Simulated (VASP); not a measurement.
Write the native input for VASP 6.6.1 that does the following.

| Quantity | Value |
| --- | --- |
| Task | single point |
| Functional | PBEsol |
| Potentials or basis | VASP PAW PBE potentials, release 64 (Mg, S) |
| Cutoff | 600 eV |
| k mesh | 6 × 6 × 6 |
| Occupations | gaussian, width 0.01 eV |
| Spin | no spin polarisation |
| Dipole correction | no |
| Further INCAR settings | ALGO = Normal; EDIFF = 1e-06; NBANDS = 11 |

The structure of MgS (Niningerite) lies in POSCAR:

```
MgS
1.0
    0.0000000000      2.6015177399      2.6015177399
    2.6015177399      0.0000000000      2.6015177399
    2.6015177399      2.6015177399      0.0000000000
Mg S
1 1
Direct
    0.0000000000      0.0000000000      0.0000000000
    0.5000000000      0.5000000000      0.5000000000
```

One way to write it, as run:

INCAR

```
ALGO = Normal
EDIFF = 1E-6
ENCUT = 600
GGA = PS
GGA_COMPAT = F
ISIF = 2
ISMEAR = 0
LASPH = T
LCHARG = T
LELF = T
LREAL = F
LVHAR = T
LWAVE = F
NBANDS = 11
NELM = 120
PREC = Accurate
SIGMA = 0.01
```

KPOINTS

```
k-points
0
Gamma
  6 6 6
```

Potentials or basis: VASP PAW PBE potentials, release 64 (Mg, S).

Command:

```console
$ cat potpaw_PBE.64/Mg/POTCAR potpaw_PBE.64/S/POTCAR > POTCAR
$ mpirun -np 1 vasp_std > vasp.out
```

It gave:

```yaml
Pressure: -1.1 GPa
Band_gap_on_the_k_mesh: 2.70 eV, indirect (least direct gap 3.59 eV)
```

Caveat: the PAW data sets were made with another functional, which shifts forces and pressure a little.

It took 8.9 s on 1 thread of AMD EPYC 7R13 Processor (Zen 3) (shared host), peak memory 0.13 GiB.
